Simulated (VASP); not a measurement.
Set up this calculation in VASP 6.6.1, as the native input.

| Quantity | Value |
| --- | --- |
| Task | single point |
| Functional | PBE |
| Potentials or basis | VASP PAW PBE potentials, release 64 (Si, P) |
| Cutoff | 520 eV |
| k mesh | 4 × 4 × 4 |
| Occupations | gaussian, width 0.1 eV |
| Spin | no spin polarisation |
| Dipole correction | no |
| Further INCAR settings | ALGO = Normal; EDIFF = 1e-07; NBANDS = 22 |

The structure of Si5P lies in POSCAR:

```
Si5P
1.0
    2.7788198900     -3.2639785000      0.0000000000
    2.7788198900      3.2639785000      0.0000000000
    0.0000000000      0.0000000000      5.5237721800
Si P
5 1
Direct
    0.0000000000      0.5000000000      0.5000000000
    0.5000000000      0.0000000000      0.5000000000
    0.0000000000      0.5000000000      0.0000000000
    0.5000000000      0.0000000000      0.0000000000
    0.5000000000      0.5000000000      0.5000000000
    0.5000000000      0.5000000000      0.0000000000
```

The cell was generated, and may not be a known phase.

One way to write it, as run:

INCAR

```
PREC = Accurate ; ENCUT = 520
EDIFF = 1E-7 ; ISMEAR = 0
SIGMA = 0.1 ; LREAL = False
LASPH = True ; NELM = 60
ALGO = Normal ; ISIF = 2
LWAVE = False ; LCHARG = False
GGA = PE ; NBANDS = 22
```

KPOINTS

```
Automatic mesh
0
Gamma
  4 4 4
```

Potentials or basis: VASP PAW PBE potentials, release 64 (Si, P).

Run with:

```bash
$ cat potpaw_PBE.64/Si/POTCAR potpaw_PBE.64/P/POTCAR > POTCAR
$ mpirun -np 1 vasp_std > vasp.out
```

Results of the run:

```json
{
  "Pressure": "18.6 GPa",
  "Band gap on the k mesh": "zero (an odd number of electrons rules out a gap without spin polarisation)"
}
```

Caveat: the k points lie up to 0.37 Å⁻¹ apart, too coarse for converged energies and pressures of a metal.

It took 23 s on 1 thread of Intel(R) Xeon(R) Platinum 8488C (Sapphire Rapids), on a shared host, peak memory 0.2 GiB.
